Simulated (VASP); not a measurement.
# CaF2 (Fluorite) (Fm-3m) in VASP: G0W0 quasiparticle levels with PBE

Aim: the G0W0 quasiparticle levels of CaF2 (Fluorite) with PBE.

All numbers are computed with VASP 6.6.1; they aren't measurements. Logs are shortened: lines on timing, memory, paths and dates and some standing lists are left out, and cuts for length are marked.

## (1) The cell of the first run

The structure is cubic, space group Fm-3m (No. 225). The conventional cell has a = 5.462 Å, b = 5.462 Å, c = 5.462 Å, α = 90.00°, β = 90.00°, γ = 90.00°. Within 3.1 Å of Ca (site symmetry m-3m) lie 8 F at 2.37 Å. Within 3.1 Å of F (site symmetry -43m) lie 4 Ca at 2.37 Å and 6 F at 2.73 Å.

## (2) G0W0 quasiparticle levels, PBE

Contents of POSCAR:

```
CaF2
1.0
    0.0000000000      2.7310000000      2.7310000000
    2.7310000000      0.0000000000      2.7310000000
    2.7310000000      2.7310000000      0.0000000000
Ca F
1 2
Direct
    0.0000000000      0.0000000000      0.0000000000
    0.2500000000      0.2500000000      0.2500000000
    0.7500000000      0.7500000000      0.7500000000
```

Contents of INCAR.step1:

```
SYSTEM = CaF2
ALGO = Normal ; EDIFF = 1E-8
ENCUT = 500 ; GGA = PE
ISMEAR = 0 ; LASPH = .TRUE.
LCHARG = .FALSE. ; LREAL = .FALSE.
LWAVE = .TRUE. ; NELM = 100
PREC = Accurate ; SIGMA = 0.01
```

Contents of INCAR.step2:

```
SYSTEM = CaF2
ALGO = Exact ; EDIFF = 1E-8
ENCUT = 500 ; GGA = PE
ISMEAR = 0 ; ISTART = 1
LASPH = .TRUE. ; LCHARG = .FALSE.
LOPTICS = .TRUE. ; LREAL = .FALSE.
LWAVE = .TRUE. ; NBANDS = 52
NELM = 1 ; PREC = Accurate
SIGMA = 0.01
```

Contents of INCAR.step3:

```
SYSTEM = CaF2
ALGO = EVGW0 ; EDIFF = 1E-8
ENCUT = 500 ; ENCUTGW = 100.0
GGA = PE ; ISMEAR = 0
ISTART = 1 ; LASPH = .TRUE.
LCHARG = .FALSE. ; LREAL = .FALSE.
LWAVE = .FALSE. ; NBANDS = 52
NBANDSGW = 20 ; NELMGW = 1
NOMEGA = 48 ; PREC = Accurate
PRECFOCK = Fast ; SIGMA = 0.01
```

Contents of KPOINTS:

```
k-points
0
G
  4 4 4
  0 0 0
```

Potentials or basis: VASP PAW PBE potentials, release 64 (Ca_sv_GW, F_GW).

Run with:

```
> cat potpaw_PBE.64/Ca_sv_GW/POTCAR potpaw_PBE.64/F_GW/POTCAR > POTCAR
> cp INCAR.step1 INCAR
> mpirun -np 1 vasp_std > vasp.out
> cp INCAR.step2 INCAR
> mpirun -np 1 vasp_std > vasp.out
> cp INCAR.step3 INCAR
> mpirun -np 1 vasp_std > vasp.out
```

OUTCAR:

```text
SYSTEM = CaF2
   EDIFF = 1E-8
   ENCUT = 500
   ENCUTGW = 100.0
   GGA = PE
   ISMEAR = 0
   ISTART = 1
   LASPH = .TRUE.
   LREAL = .FALSE.
   NELMGW = 1
   PREC = Accurate
   PRECFOCK = Fast

 ion  position               nearest neighbor table
   1  0.000  0.000  0.000-   3 2.37   3 2.37   3 2.37   2 2.37   3 2.37   2 2.37   2 2.37   2 2.37

   2  0.250  0.250  0.250-   1 2.37   1 2.37   1 2.37   1 2.37
   3  0.750  0.750  0.750-   1 2.37   1 2.37   1 2.37   1 2.37

  LATTYP: Found a face centered cubic cell.
 ALAT       =     5.4620000000

  Lattice vectors:

 A1 = (   0.0000000000,   2.7310000000,   2.7310000000)
 A2 = (   2.7310000000,   0.0000000000,   2.7310000000)
 A3 = (   2.7310000000,   2.7310000000,   0.0000000000)

Analysis of symmetry for initial positions (statically):
=====================================================================
 Subroutine PRICEL returns:
 Original cell was already a primitive cell.

 Routine SETGRP: Setting up the symmetry group for a
 face centered cubic supercell.

 Subroutine GETGRP returns: Found 48 space group operations
[... 9 lines left out ...]

 Routine SETGRP: Setting up the symmetry group for a
 face centered cubic supercell.

 Subroutine GETGRP returns: Found 48 space group operations
[... 11 lines left out ...]
                                     Primitive cell

  volume of cell :      40.7376

  direct lattice vectors                    reciprocal lattice vectors
     0.000000000  2.731000000  2.731000000    -0.183083120  0.183083120  0.183083120
     2.731000000  0.000000000  2.731000000     0.183083120 -0.183083120  0.183083120
     2.731000000  2.731000000  0.000000000     0.183083120  0.183083120 -0.183083120

  length of vectors
     3.862217239  3.862217239  3.862217239     0.317109265  0.317109265  0.317109265

  position of ions in fractional coordinates (direct lattice)
     0.000000000  0.000000000  0.000000000
     0.250000000  0.250000000  0.250000000
     0.750000000  0.750000000  0.750000000

  ion indices of the primitive-cell ions
   primitive index   ion index
                 1           1
                 2           2
                 3           3

----------------------------------------------------------------------------------------

 KPOINTS: k-points

Automatic generation of k-mesh.
 Grid dimensions read from file:
 generate k-points for:    4    4    4

 Generating k-lattice:

  Cartesian coordinates                     Fractional coordinates (reciprocal lattice)
    -0.045770780  0.045770780  0.045770780     0.250000000  0.000000000  0.000000000
     0.045770780 -0.045770780  0.045770780     0.000000000  0.250000000  0.000000000
     0.045770780  0.045770780 -0.045770780     0.000000000  0.000000000  0.250000000

  Length of vectors
     0.079277316  0.079277316  0.079277316

  Shift w.r.t. Gamma in fractional coordinates (k-lattice)
     0.000000000  0.000000000  0.000000000

 Subroutine IBZKPT returns following result:
 ===========================================

 Found      8 irreducible k-points:

 Following reciprocal coordinates:
            Coordinates               Weight
  0.000000  0.000000  0.000000      1.000000
  0.250000  0.000000  0.000000      8.000000
  0.500000  0.000000  0.000000      4.000000
  0.250000  0.250000  0.000000      6.000000
  0.500000  0.250000  0.000000     24.000000
 -0.250000  0.250000  0.000000     12.000000
  0.500000  0.500000  0.000000      3.000000
 -0.250000  0.500000  0.250000      6.000000
   k-points           NKPTS =      8   k-points in BZ     NKDIM =     64   number of bands    NBANDS=     52
   number of dos      NEDOS =    301   number of ions     NIONS =      3
   total plane-waves  NPLWV =  21952
   dimension x,y,z NGX =    28 NGY =   28 NGZ =   28
   dimension x,y,z NGXF=    56 NGYF=   56 NGZF=   56
   ions per type =               1   2
   NGX,Y,Z   is equivalent  to a cutoff of  12.05, 12.05, 12.05 a.u.
   NGXF,Y,Z  is equivalent  to a cutoff of  24.10, 24.10, 24.10 a.u.
 SYSTEM =  CaF2
   PREC   = accura    normal or accurate (medium, high low for compatibility)
   ISTART =      1    job   : 0-new  1-cont  2-samecut
   ICHARG =      0    charge: 1-file 2-atom 10-const
   ISPIN  =      1    spin polarized calculation?
   LNONCOLLINEAR =      F non collinear calculations
   LSORBIT =      F    spin-orbit coupling
   LASPH  =      T    aspherical Exc in radial PAW
   ENCUT  =  500.0 eV  36.75 Ry    6.06 a.u.   7.04  7.04  7.04*2*pi/ulx,y,z
   NELM   =     60;   NELMIN=  2; NELMDL=  0     # of ELM steps
   EDIFF  = 0.1E-07   stopping-criterion for ELM
   LREAL  =      F    real-space projection
   EDIFFG = 0.1E-06   stopping-criterion for IOM
   NSW    =      0    number of steps for IOM
   IBRION =     -1    ionic relax: 0-MD 1-quasi-New 2-CG
   NFREE  =      0    steps in history (QN), initial steepest desc. (CG)
   ISIF   =      0    stress and relaxation
   ISYM   =      3    0-nonsym 1-usesym 2-fastsym
   POTIM  = 0.5000    time-step for ionic-motion
   TEBEG  =    0.0;   TEEND  =   0.0 temperature during run
   PSTRESS=    0.0 pullay stress
   NELECT =      24.0000    total number of electrons
   NUPDOWN=      -1.0000    fix difference up-down
   EMIN   =  10.00;   EMAX   =-10.00  energy-range for DOS
   EFERMI =   0.00;   METHOD = LEGACY
   ISMEAR =     0;   SIGMA  =   0.01  broadening in eV -4-tet -1-fermi 0-gaus
   EFERMI_NEDOS =   21; number of points for ismear=-14 and -15
   IALGO  =     38    algorithm
   IMIX   =      4    mixing-type and parameters
     AMIX     =   0.40;   BMIX     =  1.00
     AMIX_MAG =   1.60;   BMIX_MAG =  1.00
  volume/ion in A,a.u.               =      13.58        91.64
  Fermi-wavevector in a.u.,A,eV,Ry     =   1.372398  2.593457 25.626266  1.883477
  Thomas-Fermi vector in A             =   2.498009
   LORBIT       =      0    0 simple, 1 ext, 2 COOP (PROOUT), +10 PAW based schemes
   GGA     = PE    functional components
   LHFCALC =     T    Hartree Fock is set to
   PRECFOCK=fast      Normal, Fast or Accurate (Low or Medium for compatibility)
   ENCUT4O =  -1.0   cutoff for four orbital integrals eV
   NKREDX  =     1    reduce k-point grid by
   NKREDY  =     1    reduce k-point grid by
   NKREDZ  =     1    reduce k-point grid by
   AEXX    =    1.0000 exact exchange contribution
   HFSCREEN=    0.0000 screening length (either q_TF or 0.3 A-1)
   HFSCREENC=   0.0000 screening length for correlation (either q_TF or 0.3 A-1)
   ENCUTFOCK=  -1.0 apply spherical cutoff to Coloumb kernel
   IVDW    =     0    specifies the selected vdW correction
   LEPSILON=     F    determine dielectric tensor
   LRPA    =     F    only Hartree local field effects (RPA)
   LRPAFORCE           =     F    calculate RPA forces
   ENCUTGW             = 100.0    cutoff for response function in eV
   ENCUTGWSOFT         =  80.0    soft cutoff for Coulomb kernel in GW response function in eV
   ENCUTLF             =  -1.0    cutoff for local field effects
   NELMGW              =     1    number of iterations in solving QP/BSE equation
   NELMHF              =     1    number of iterations in the inner HF iteration
   NKREDLFX            =     1    NKREDLFY  =   1   NKREDLFZ  =   1
 non-spin polarized calculation
 Gauss-broadening in eV      SIGMA  =   0.01
  energy-cutoff  :      500.00
  volume of cell :       40.74
 maximum number of plane-waves:      1056
  NGX = 16; NGY = 16; NGZ = 16
   NGX = 15   NGY = 15   NGZ = 15
 maximum number of plane-waves:       100
 NGX is ok and might be reduce to    14

 QP shifts <psi_nk| G(iteration)W_0 |psi_nk>: iteration 1
 for sc-GW calculations column KS-energies equals QP-energies in previous step
 and V_xc(KS)=  KS-energies - (<T + V_ion + V_H > + <T+V_H+V_ion>^1  + <V_x>^1)

 k-point   1 :       0.0000    0.0000    0.0000
  band No.  KS-energies  QP-energies   sigma(KS)   V_xc(KS)     V^pw_x(r,r')   Z            occupation Imag(sigma)

      1     -35.0367     -37.7110     -24.6029     -20.6919     -34.4630       0.6838       2.0000       0.8635
      2     -18.9294     -22.9335     -28.1437     -22.6005     -36.7289       0.7224       2.0000       0.8942
      3     -18.1689     -22.2285     -29.0904     -23.5222     -37.5851       0.7291       2.0000       0.8197
      4     -15.9755     -19.1597     -23.8968     -19.9911     -27.9755       0.8153       2.0000       0.2273
      5     -15.9755     -19.1597     -23.8968     -19.9911     -27.9755       0.8153       2.0000       0.2273
      6     -15.9755     -19.1597     -23.8968     -19.9911     -27.9755       0.8153       2.0000       0.2273
[... 12 lines left out ...]
     19      17.9239      19.3481      -6.3493      -8.0037      -2.9139       0.8609       0.0000      -0.1817
     20      17.9239      19.3481      -6.3493      -8.0037      -2.9139       0.8609       0.0000      -0.1817

 k-point   2 :       0.2500    0.0000    0.0000
  band No.  KS-energies  QP-energies   sigma(KS)   V_xc(KS)     V^pw_x(r,r')   Z            occupation Imag(sigma)

      1     -35.0201     -37.6939     -24.6131     -20.7099     -34.4725       0.6850       2.0000       0.8516
      2     -19.0396     -22.9784     -27.7055     -22.2616     -36.0657       0.7235       2.0000       0.8571
      3     -18.3314     -22.3760     -28.8305     -23.2763     -37.3063       0.7282       2.0000       0.8304
      4     -15.9961     -19.1861     -23.8776     -19.9647     -27.9659       0.8153       2.0000       0.2345
      5     -15.9961     -19.1861     -23.8776     -19.9647     -27.9659       0.8153       2.0000       0.2345
      6     -15.7347     -19.0076     -24.5527     -20.5359     -28.8975       0.8148       2.0000       0.2752
[... 12 lines left out ...]
     19      15.9593      17.4909      -7.4583      -9.2537      -4.0895       0.8530       0.0000      -0.1519
     20      19.1442      20.8380      -7.0986      -9.0779      -3.5132       0.8558       0.0000      -0.2298

 k-point   3 :       0.5000    0.0000    0.0000
  band No.  KS-energies  QP-energies   sigma(KS)   V_xc(KS)     V^pw_x(r,r')   Z            occupation Imag(sigma)

      1     -35.0036     -37.6729     -24.6235     -20.7282     -34.4824       0.6853       2.0000       0.8396
      2     -19.0607     -22.9411     -27.3395     -21.9938     -35.4441       0.7259       2.0000       0.8104
      3     -18.5906     -22.6332     -28.5684     -23.0085     -37.1110       0.7271       2.0000       0.8616
      4     -16.0170     -19.2083     -23.8591     -19.9391     -27.9571       0.8141       2.0000       0.2413
      5     -16.0170     -19.2083     -23.8591     -19.9391     -27.9571       0.8141       2.0000       0.2413
      6     -15.4835     -18.8224     -25.1586     -21.0587     -29.7172       0.8144       2.0000       0.3086
[... 12 lines left out ...]
     19      14.7420      17.1732     -10.4639     -13.3521      -7.0264       0.8417       0.0000      -0.1522
     20      20.7952      22.9897      -8.8717     -11.4424      -5.1362       0.8537       0.0000      -0.2869
[... 73 lines left out ...]
 k-point   7 :       0.5000    0.5000    0.0000
  band No.  KS-energies  QP-energies   sigma(KS)   V_xc(KS)     V^pw_x(r,r')   Z            occupation Imag(sigma)

      1     -34.9925     -37.6806     -24.6309     -20.7400     -34.4884       0.6909       2.0000       0.8315
      2     -19.2647     -23.1052     -27.1157     -21.7950     -35.2297       0.7218       2.0000       0.8161
      3     -18.4704     -22.5157     -28.7232     -23.1599     -37.2540       0.7272       2.0000       0.8494
      4     -16.0789     -19.2722     -23.7903     -19.8514     -27.9154       0.8107       2.0000       0.2615
      5     -16.0789     -19.2722     -23.7903     -19.8514     -27.9154       0.8107       2.0000       0.2615
      6     -15.3098     -18.6337     -25.3368     -21.2516     -29.8807       0.8137       2.0000       0.3013
[... 12 lines left out ...]
     19      15.8350      18.3973      -9.9248     -13.0266      -6.3054       0.8261       0.0000      -0.2008
     20      17.7435      20.0733      -8.8501     -11.6506      -5.0560       0.8319       0.0000      -0.2178

 k-point   8 :      -0.2500    0.5000    0.2500
  band No.  KS-energies  QP-energies   sigma(KS)   V_xc(KS)     V^pw_x(r,r')   Z            occupation Imag(sigma)

      1     -34.9925     -37.6851     -24.6306     -20.7401     -34.4885       0.6921       2.0000       0.8316
      2     -18.9191     -22.8398     -27.6728     -22.2741     -35.8827       0.7262       2.0000       0.8201
      3     -18.9191     -22.8398     -27.6728     -22.2741     -35.8827       0.7262       2.0000       0.8201
      4     -16.0813     -19.2744     -23.7847     -19.8447     -27.9108       0.8104       2.0000       0.2634
      5     -15.6413     -18.9442     -24.8148     -20.7587     -29.2597       0.8143       2.0000       0.2914
      6     -15.6413     -18.9442     -24.8148     -20.7587     -29.2597       0.8143       2.0000       0.2914
[... 12 lines left out ...]
     19      16.6322      18.8885      -9.5640     -12.2495      -6.0243       0.8402       0.0000      -0.1858
     20      16.6322      18.8885      -9.5640     -12.2495      -6.0243       0.8402       0.0000      -0.1858
```

It took 2.2 min on 1 thread of Intel Xeon 8259CL, shared host; peak memory 0.37 GiB.

What came out:

```yaml
Band_gap_on_the_k_mesh_mean-field_level: 7.30 eV, indirect (least direct gap 7.55 eV)
Quasiparticle_gap: 10.39 eV
Least_direct_quasiparticle_gap: 10.70 eV
```

Levels at points of the mesh, in eV from the valence-band top:
| k point | band 9 | band 10 | band 11 | band 12 | band 13 | band 14 | band 15 | band 16 |
| --- | --- | --- | --- | --- | --- | --- | --- | --- |
| (0.00, 0.00, 0.00) | -2.10 | -0.25 | -0.25 | -0.25 | 7.30 | 9.18 | 9.18 | 11.23 |
| (0.50, 0.00, 0.00) | -1.28 | -1.24 | -0.84 | -0.84 | 9.39 | 9.39 | 9.76 | 10.74 |
| (0.50, 0.50, 0.00) | -1.65 | -0.35 | -0.35 | 0.00 | 8.13 | 9.53 | 10.09 | 10.87 |

Caveat: the k points lie up to 0.50 Å⁻¹ apart; bands, screening cutoff and mesh are small and nothing is extrapolated, so the quasiparticle values aren't converged. A k mesh can miss the band edges.
